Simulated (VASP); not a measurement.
# Mg (I4/mmm) in VASP: further runs

The runs below take Mg through single point, with PBEsol.

Program: VASP 6.6.1. These are calculated values, not measurements. Logs are shortened: lines on timing, memory, paths and dates and some standing lists are left out, and cuts for length are marked.

### Step 1. The cell of the first run

It takes space group I4/mmm (No. 139, tetragonal). The conventional cell has a = 2.983 Å, b = 2.983 Å, c = 4.489 Å, α = 90.00°, β = 90.00°, γ = 90.00°. Within 3.9 Å of Mg (site symmetry 4/mmm) lie 12 Mg at 2.98 to 3.08 Å.

### Step 2. Single point, PBEsol (strain -0.0600 x Voigt [1, 1, 0, 0, 0, 0])

The input, INCAR:

```
SYSTEM = Mg
ALGO = Normal ; EDIFF = 1E-6
ENCUT = 520 ; GGA = PS
ISIF = 2 ; ISMEAR = 0
LASPH = .True. ; LCHARG = .True.
LELF = .True. ; LREAL = .False.
LVHAR = .True. ; LWAVE = .False.
NBANDS = 7 ; NELM = 80
PREC = Accurate ; SIGMA = 0.15
```

The input, KPOINTS:

```
k-points
0
Gamma
  18 18 18
  0 0 0
```

The input, POSCAR:

```
Mg
1.0
    0.0000000000      2.1096006400      2.2442560000
    2.1096006400      0.0000000000      2.2442560000
    2.1096006400      2.1096006400      0.0000000000
Mg
1
Direct
    0.0000000000      0.0000000000      0.0000000000
```

Potentials or basis: VASP PAW PBE potentials, release 64 (Mg).

On the command line:

```console
$ cat potpaw_PBE.64/Mg/POTCAR > POTCAR
$ mpirun -np 1 vasp_std > vasp.out
```

OUTCAR:

```text
SYSTEM = Mg
   EDIFF = 1E-6
   ENCUT = 520
   GGA = PS
   ISIF = 2
   ISMEAR = 0
   LASPH = .True.
   LREAL = .False.
   NELM = 80
   PREC = Accurate

 ion  position               nearest neighbor table
   1  0.000  0.000  0.000-

  LATTYP: Found a body centered tetragonal cell.
 ALAT       =     2.9834258363
 C/A-ratio  =     1.5044825132

  Lattice vectors:

 A1 = (  -2.1096006400,   0.0000000000,   2.2442560000)
 A2 = (   2.1096006400,   0.0000000000,   2.2442560000)
 A3 = (   0.0000000000,   2.1096006400,  -2.2442560000)

Analysis of symmetry for initial positions (statically):
=====================================================================
 Subroutine PRICEL returns:
 Original cell was already a primitive cell.

 Routine SETGRP: Setting up the symmetry group for a
 body centered tetragonal supercell.

 Subroutine GETGRP returns: Found 16 space group operations
 (whereof 16 operations were pure point group operations)
 out of a pool of 16 trial point group operations.

The static configuration has the point symmetry D_4h.

Analysis of symmetry for dynamics (positions and initial velocities):
=====================================================================
 Subroutine PRICEL returns:
 Original cell was already a primitive cell.

 Routine SETGRP: Setting up the symmetry group for a
 body centered tetragonal supercell.

 Subroutine GETGRP returns: Found 16 space group operations
 (whereof 16 operations were pure point group operations)
 out of a pool of 16 trial point group operations.

The dynamic configuration has the point symmetry D_4h.

 Subroutine INISYM returns: Found 16 space group operations
 (whereof 16 operations are pure point group operations),
 and found     1 'primitive' translations

----------------------------------------------------------------------------------------

                                     Primitive cell

  volume of cell :      19.9757

  direct lattice vectors                    reciprocal lattice vectors
     0.000000000  2.109600640  2.244256000    -0.237011684  0.237011684  0.222790983
     2.109600640  0.000000000  2.244256000     0.237011684 -0.237011684  0.222790983
     2.109600640  2.109600640  0.000000000     0.237011684  0.237011684 -0.222790983

  length of vectors
     3.080113611  3.080113611  2.983425836     0.402473476  0.402473476  0.402473476

  position of ions in fractional coordinates (direct lattice)
[... 71 lines left out ...]
   ISPIN  =      1    spin polarized calculation?
   LNONCOLLINEAR =      F non collinear calculations
   LSORBIT =      F    spin-orbit coupling
   LASPH  =      T    aspherical Exc in radial PAW
   ENCUT  =  520.0 eV  38.22 Ry    6.18 a.u.   5.73  5.73  5.55*2*pi/ulx,y,z
   NELM   =     80;   NELMIN=  2; NELMDL= -5     # of ELM steps
   EDIFF  = 0.1E-05   stopping-criterion for ELM
   LREAL  =      F    real-space projection
   EDIFFG = 0.1E-04   stopping-criterion for IOM
   NSW    =      0    number of steps for IOM
[... 5 lines left out ...]
   TEBEG  =    0.0;   TEEND  =   0.0 temperature during run
   PSTRESS=    0.0 pullay stress
   NELECT =       2.0000    total number of electrons
   NUPDOWN=      -1.0000    fix difference up-down
   EMIN   =  10.00;   EMAX   =-10.00  energy-range for DOS
   EFERMI =   0.00;   METHOD = LEGACY
   ISMEAR =     0;   SIGMA  =   0.15  broadening in eV -4-tet -1-fermi 0-gaus
   EFERMI_NEDOS =   21; number of points for ismear=-14 and -15
   IALGO  =     38    algorithm
   IMIX   =      4    mixing-type and parameters
     AMIX     =   0.40;   BMIX     =  1.00
     AMIX_MAG =   1.60;   BMIX_MAG =  1.00
  volume/ion in A,a.u.               =      19.98       134.80
  Fermi-wavevector in a.u.,A,eV,Ry     =   0.760181  1.436534  7.862476  0.577876
  Thomas-Fermi vector in A             =   1.859142
   LORBIT       =      0    0 simple, 1 ext, 2 COOP (PROOUT), +10 PAW based schemes
   GGA     = PS    functional components
   LHFCALC =     F    Hartree Fock is set to
   AEXX    =    0.0000 exact exchange contribution
   IVDW    =     0    specifies the selected vdW correction
   LEPSILON=     F    determine dielectric tensor
   LRPA    =     F    only Hartree local field effects (RPA)
 non-spin polarized calculation
 Gauss-broadening in eV      SIGMA  =   0.15
  energy-cutoff  :      520.00
  volume of cell :       19.98
 maximum number of plane-waves:       549
   NGX = 11   NGY = 11   NGZ = 11

 number of electron       2.0000000 magnetization

 Free energy of the ion-electron system (eV)
  ---------------------------------------------------
  ext. energy  EPLUGINS =         0.00000000
  ---------------------------------------------------
  free energy    TOTEN  =        -1.66414796 eV

  energy without entropy =       -1.65959241  energy(sigma->0) =       -1.66187019

 E-fermi :   3.3436     XC(G=0):  -8.9830

 val. band max:        3.3290100233   @ k =  -0.4444  -0.0000   0.3889
 cond. band min:       3.3517103301   @ k =  -0.3889   0.2222   0.0000
 fundamental gap:      0.0227003068
 Fermi energy:         3.3435932487

 k-point     1 :       0.0000    0.0000    0.0000
  band No.  band energies     occupation
      1      -4.1955      2.00000
      2      16.2850      0.00000
      3      16.7845      0.00000
      4      16.7845      0.00000
      5      19.1616      0.00000
      6      19.2804      0.00000
      7      19.2804      0.00000
[... 221 lines left out ...]
 k-point    24 :      -0.2222    0.0556    0.0000
  band No.  band energies     occupation
      1      -2.6913      2.00000
      2       8.9794      0.00000
      3      13.5705      0.00000
      4      16.8428      0.00000
      5      18.8668      0.00000
      6      19.2754      0.00000
      7      19.3601      0.00000

 [... further k-points ...]

------------------------ aborting loop because EDIFF is reached ----------------------------------------

  FORCE on cell =-STRESS in cart. coord.  units (eV):
  Direction    XX          YY          ZZ          XY          YZ          ZX
  --------------------------------------------------------------------------------------
  -------------------------------------------------------------------------------------
  Total        0.8231432      0.8231432      0.5827722      0.0000000      0.0000000     -0.0000000
  in kB       66.0211499     66.0211499     46.7419162      0.0000000      0.0000000     -0.0000000
  external PRESSURE =      59.5947387 kB  Pullay stress =       0.0000000 kB

 VOLUME and BASIS-vectors are now :
 -----------------------------------------------------------------------------
  energy-cutoff  :      520.00
  volume of cell :       19.98
      direct lattice vectors                 reciprocal lattice vectors
     0.000000000  2.109600640  2.244256000    -0.237011684  0.237011684  0.222790983
     2.109600640  0.000000000  2.244256000     0.237011684 -0.237011684  0.222790983
     2.109600640  2.109600640  0.000000000     0.237011684  0.237011684 -0.222790983

 POSITION                                       TOTAL-FORCE (eV/Angst)
 -----------------------------------------------------------------------------------
      0.00000      0.00000      0.00000         0.000000      0.000000      0.000000
 -----------------------------------------------------------------------------------
    total drift:                               -0.000000     -0.000000     -0.000000

  FREE ENERGIE OF THE ION-ELECTRON SYSTEM (eV)
  ---------------------------------------------------
  free  energy   TOTEN  =        -1.6641479607 eV

  energy  without entropy=       -1.6595924148  energy(sigma->0) =       -1.66187019
```

Wall time 60 s (1 thread of Intel Xeon 8259CL, shared host); peak memory 0.19 GiB.

Results:

```yaml
Free_energy: -1.6641 eV
Pressure: 6.0 GPa
Band_gap_on_the_k_mesh: zero (bands 1 and 2 overlap by 2.76 eV)
```

Caveat: the cell differs from its parent crystal (strain -0.0600 x Voigt [1, 1, 0, 0, 0, 0]); the cell stands under pressure; the PAW data sets were made with another functional, which shifts forces and pressure a little.

(Part 1 of 2 ends here.)

The gap in the log of VASP goes by the Fermi energy; the results here count the filled bands.